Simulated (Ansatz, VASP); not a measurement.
**CaPb3: VASP beside Ansatz**

```xyz
4
Lattice="4.6870 0.0000 0.0000 0.0000 4.6870 0.0000 0.0000 0.0000 4.6870" Properties=species:S:1:pos:R:3 pbc="T T T"
Ca    0.0000    0.0000    0.0000
Pb    0.0000    2.3435    2.3435
Pb    2.3435    0.0000    2.3435
Pb    2.3435    2.3435    0.0000
```

Alike in both runs: task single point; functional LDA; k mesh 5 × 5 × 5; no spin polarisation.

|  | VASP | Ansatz |
| --- | --- | --- |
| version | VASP 6.6.1 | Ansatz 0.2.0 |
| potentials or method | VASP PAW LDA potentials, release 64 (Ca_sv, Pb_d), cutoff 520 eV | plane waves, PAW |
| occupations | methfessel-paxton of order 1, width 0.1 eV | cold, width 0.1 eV |
| valence electrons in the cell | 52 | 52 |

Ansatz gave:

* pressure (GPa): 4.5

Problem. What did VASP give for the same quantities?

Solution. Pressure (GPa): 4.6.

LDA's correlation is that of Perdew and Zunger in VASP and of Perdew and Wang (1992) in Ansatz.

Neither program's run includes spin-orbit coupling.
